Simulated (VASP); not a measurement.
# Hf in VASP: single point with LDA

Aim: the single point of Hf with LDA.

All numbers are computed with VASP 6.6.1; they aren't measurements. Logs are shortened: lines on timing, memory, paths and dates and some standing lists are left out, and cuts for length are marked.

### 1 The cell of the first run

The cell holds a slab with vacuum, 12 atoms: a = 5.411 Å, b = 5.411 Å, c = 29.486 Å, α = 90.00°, β = 90.00°, γ = 120.00°.

### 2 Single point, LDA

File INCAR:

```
PREC     = Accurate       # precision mode
ENCUT    = 400            # plane-wave cutoff, eV
EDIFF    = 1E-6           # SCF threshold, eV
ISMEAR   = 1              # smearing method
SIGMA    = 0.1            # smearing width, eV
LREAL    = False          # projectors in reciprocal space
LASPH    = True           # aspherical terms in the spheres
NELM     = 120            # most SCF steps
ALGO     = Normal         # electronic algorithm
ISIF     = 2              # what is computed and relaxed
LWAVE    = False          # write WAVECAR
LCHARG   = False          # write CHGCAR
LDIPOL   = True         
IDIPOL   = 3            
DIPOL    = 0.5 0.5 0.326
GGA      = CA             # functional
NBANDS   = 72             # bands
GGA_COMPAT= False        
NELMDL   = -8
```

File KPOINTS:

```
regular mesh
0
Gamma
  9 9 1
```

File POSCAR:

```
Hf
1.0
    0.0000000285      5.4114904293      0.0000000000
   -4.6864881983     -2.7057451900      0.0000000000
    0.0000000000      0.0000000000     29.4860279406
Hf
12
Direct
    0.6666666667      0.6666666667      0.2034862075
    0.3333333333      1.0000000000      0.2034862075
    0.0000000000      0.3333333333      0.2034862075
    0.3333333333      0.3333333333      0.2818873001
    0.0000000000      0.6666666667      0.2818839444
    0.6666666667      0.0000000000      0.2821474058
    0.6652242360      0.6801586644      0.3685403349
    0.3482677618      1.0014424307      0.3685403349
   -0.0134919978      0.3183989049      0.3685403349
    0.3333333333      0.3333333333      0.4471747107
    0.0000000000      0.6666666667      0.4465613039
    0.6666666667      0.0000000000      0.4614205102
```

Potentials or basis: VASP PAW LDA potentials, release 64 (Hf_pv).

Started as:

```console
$ cat potpaw_LDA.64/Hf_pv/POTCAR > POTCAR
$ mpirun -np 1 vasp_std > vasp.out
```

OUTCAR:

```text
PREC = Accurate
   ENCUT = 400
   EDIFF = 1E-6
   ISMEAR = 1
   LREAL = False
   LASPH = True
   NELM = 120
   ISIF = 2
   GGA = CA
   NELMDL = -8

 ion  position               nearest neighbor table
   1  0.667  0.667  0.203-   5 2.93   4 2.93   6 2.94   3 3.12   2 3.12   2 3.12   3 3.12   3 3.12
                             2 3.12
   2  0.333  0.000  0.203-   5 2.93   4 2.93   6 2.94   1 3.12   3 3.12   3 3.12   1 3.12   3 3.12
                             1 3.12
   3  0.000  0.333  0.203-   5 2.93   4 2.93   6 2.94   1 3.12   2 3.12   2 3.12   1 3.12   2 3.12
                             1 3.12
   4  0.333  0.333  0.282-   2 2.93   3 2.93   1 2.93   5 3.12   5 3.12   5 3.12   6 3.12   6 3.12
                             6 3.12   8 3.15   7 3.15   9 3.15
   5  0.000  0.667  0.282-   2 2.93   1 2.93   3 2.93   4 3.12   4 3.12   4 3.12   6 3.12   6 3.12
                             6 3.12   7 3.15   8 3.15   9 3.15
   6  0.667  0.000  0.282-   3 2.94   1 2.94   2 2.94   9 3.08   7 3.08   8 3.08   4 3.12   4 3.12
                             4 3.12   5 3.12   5 3.12   5 3.12
   7  0.665  0.680  0.369-  11 2.95  10 2.96   9 2.99   8 2.99   6 3.08   4 3.15   5 3.15   8 3.18
                             9 3.18   9 3.20   8 3.20  12 3.24
   8  0.348  0.001  0.369-  11 2.95  10 2.96   9 2.99   7 2.99   6 3.08   4 3.15   5 3.15   7 3.18
                             9 3.18   9 3.20   7 3.20  12 3.24
   9  0.987  0.318  0.369-  11 2.95  10 2.96   8 2.99   7 2.99   6 3.08   4 3.15   5 3.15   7 3.18
                             8 3.18   7 3.20   8 3.20  12 3.24
  10  0.333  0.333  0.447-   8 2.96   7 2.96   9 2.96  11 3.12  11 3.12  11 3.12  12 3.15  12 3.15
                            12 3.15
  11  0.000  0.667  0.447-   7 2.95   8 2.95   9 2.95  10 3.12  10 3.12  10 3.12  12 3.15  12 3.15
                            12 3.15
  12  0.667  0.000  0.461-  10 3.15  10 3.15  10 3.15  11 3.15  11 3.15  11 3.15   9 3.24   7 3.24
                             8 3.24

  LATTYP: Found a hexagonal cell.
 ALAT       =     5.4114904293
 C/A-ratio  =     5.4487813156

  Lattice vectors:

 A1 = (   0.0000000285,   5.4114904293,   0.0000000000)
 A2 = (  -4.6864881983,  -2.7057451900,   0.0000000000)
 A3 = (   0.0000000000,   0.0000000000,  29.4860279406)

Analysis of symmetry for initial positions (statically):
=====================================================================
 Subroutine PRICEL returns:
 Original cell was already a primitive cell.

 Routine SETGRP: Setting up the symmetry group for a
 hexagonal supercell.

 Subroutine GETGRP returns: Found  3 space group operations
 (whereof  1 operations were pure point group operations)
 out of a pool of 24 trial point group operations.

The static configuration has the point symmetry C_1 .
 The point group associated with its full space group is C_3 .

Analysis of symmetry for dynamics (positions and initial velocities):
=====================================================================
 Subroutine PRICEL returns:
[... 148 lines left out ...]
   IVDW    =     0    specifies the selected vdW correction
   LEPSILON=     F    determine dielectric tensor
   LRPA    =     F    only Hartree local field effects (RPA)
 non-spin polarized calculation
 Methfessel and Paxton  Order N= 1 SIGMA  =   0.10
  energy-cutoff  :      400.00
  volume of cell :      747.79
 maximum number of plane-waves:     13625
   NGX = 17   NGY = 17   NGZ = 97

 dipolmoment           0.000000      0.000000      0.027953 electrons x Angstroem

 number of electron     119.9999995 magnetization

 dipolmoment           0.000000      0.000000     -0.026793 electrons x Angstroem

 Free energy of the ion-electron system (eV)
  ---------------------------------------------------
  ext. energy  EPLUGINS =         0.00000000
  ---------------------------------------------------
  free energy    TOTEN  =      -121.92197393 eV

  energy without entropy =     -121.92394130  energy(sigma->0) =     -121.92262972

 E-fermi :  -1.1137     XC(G=0):  -4.6996

 val. band max:       -1.1151860122   @ k =   0.3333   0.3333   0.0000
 cond. band min:      -1.1104193568   @ k =   0.3333   0.3333   0.0000
 fundamental gap:      0.0047666554
 Fermi energy:        -1.1136984448

 k-point     1 :       0.0000    0.0000    0.0000
  band No.  band energies     occupation
      1     -32.1584      2.00000
      2     -32.0125      2.00000
      3     -32.0125      2.00000
      4     -31.9830      2.00000
      5     -31.8477      2.00000
      6     -31.8304      2.00000
[... 1114 lines left out ...]
     71       0.0594     -0.00000
     72       0.0600     -0.00000

------------------------ aborting loop because EDIFF is reached ----------------------------------------

 vacuum level on the upper side and lower side of the slab       (xc-potential included)        -0.099         0.088

  FORCE on cell =-STRESS in cart. coord.  units (eV):
  Direction    XX          YY          ZZ          XY          YZ          ZX
  --------------------------------------------------------------------------------------
  -------------------------------------------------------------------------------------
  Total       -6.8119218     -6.8119218     -3.8089300      0.0000000     -0.0000000      0.0000000
  in kB      -14.5948468    -14.5948468     -8.1608028      0.0000000     -0.0000000      0.0000000
  external PRESSURE =     -12.4501655 kB  Pullay stress =       0.0000000 kB

 VOLUME and BASIS-vectors are now :
 -----------------------------------------------------------------------------
  energy-cutoff  :      400.00
  volume of cell :      747.79
      direct lattice vectors                 reciprocal lattice vectors
     0.000000029  5.411490429  0.000000000    -0.106689695  0.184791975  0.000000000
    -4.686488198 -2.705745190  0.000000000    -0.213379392  0.000000001  0.000000000
     0.000000000  0.000000000 29.486027941     0.000000000  0.000000000  0.033914368

 POSITION                                       TOTAL-FORCE (eV/Angst)
 -----------------------------------------------------------------------------------
     -3.12433      1.80383      6.00000        -0.041831     -0.023207      0.023827
      0.00000      1.80383      6.00000         0.000818      0.047830      0.023827
     -1.56216     -0.90192      6.00000         0.041013     -0.024624      0.023827
     -1.56216      0.90192      8.31174         0.000000     -0.000000     -0.068306
     -3.12433     -1.80383      8.31164         0.000000     -0.000000     -0.049975
      0.00000      3.60766      8.31941         0.000000     -0.000000     -0.101194
     -3.18756      1.75952     10.86679        -0.064319     -0.031634      0.541391
     -0.00676      1.88074     10.86679         0.004764      0.071519      0.541391
     -1.49217      4.47697     10.86679         0.059555     -0.039885      0.541391
     -1.56216      0.90192     13.18541         0.000000     -0.000000     -0.214646
     -3.12433     -1.80383     13.16732         0.000000     -0.000000     -0.150691
      0.00000      3.60766     13.60546         0.000000     -0.000000     -1.110844
 -----------------------------------------------------------------------------------
    total drift:                               -0.000000     -0.000000     -0.001972

  FREE ENERGIE OF THE ION-ELECTRON SYSTEM (eV)
  ---------------------------------------------------
  free  energy   TOTEN  =      -121.9219739304 eV

  energy  without entropy=     -121.9239413032  energy(sigma->0) =     -121.92262972

 vacuum level on the upper side and lower side of the slab         3.263         3.454
```

OSZICAR:

```text
N       E                     dE             d eps       ncg     rms          rms(c)
DAV:   1     0.472159026337E+03    0.47216E+03   -0.59773E+04  3008   0.113E+03
DAV:   2    -0.888781457388E+02   -0.56104E+03   -0.54579E+03  2576   0.287E+02
DAV:   3    -0.128534424815E+03   -0.39656E+02   -0.38223E+02  2672   0.563E+01
[... 43 lines left out ...]
DAV:  47    -0.121921964684E+03   -0.63755E-05   -0.11742E-06  1520   0.340E-03    0.574E-03
DAV:  48    -0.121921967891E+03   -0.32070E-05   -0.47162E-07  1464   0.208E-03    0.850E-03
DAV:  49    -0.121921971077E+03   -0.31857E-05   -0.33404E-07  1480   0.190E-03    0.488E-03
DAV:  50    -0.121921973406E+03   -0.23295E-05   -0.32295E-07  1480   0.180E-03    0.411E-03
DAV:  51    -0.121921973930E+03   -0.52427E-06   -0.37136E-07  1440   0.155E-03
   1 F= -.12192197E+03 E0= -.12192263E+03  d E =0.196737E-02
```

stdout:

```text
POSCAR found type information on POSCAR Hf
 POSCAR found :  1 types and      12 ions
 scaLAPACK will be used
 LDA part: xc-table for (Slater(with rela. corr.)+CA(PZ))
 , standard interpolation
 POSCAR, INCAR and KPOINTS ok, starting setup
 FFT: planning ... GRIDC
 FFT: planning ... GRID_SOFT
 FFT: planning ... GRID
 WAVECAR not read
 entering main loop
```

It took 21 min on 1 thread of Intel Xeon 6975P-C (Granite Rapids), shared host; peak memory 0.63 GiB.

What came out:

```
Free energy            : -121.9220 eV
Largest force          : 1.111 eV/Å
Band gap on the k mesh : zero (bands 60 and 61 overlap by 0.31 eV)
```

Forces in eV/Å, atoms in the order of the input:
```
Hf  -0.042 -0.023  0.024
Hf   0.001  0.048  0.024
Hf   0.041 -0.025  0.024
Hf   0.000  0.000 -0.068
Hf   0.000  0.000 -0.050
Hf   0.000  0.000 -0.101
Hf  -0.064 -0.032  0.541
Hf   0.005  0.072  0.541
Hf   0.060 -0.040  0.541
Hf   0.000  0.000 -0.215
Hf   0.000  0.000 -0.151
Hf   0.000  0.000 -1.111
```

Caveat: spin-orbit coupling is left out, which moves the levels of the heavy elements.
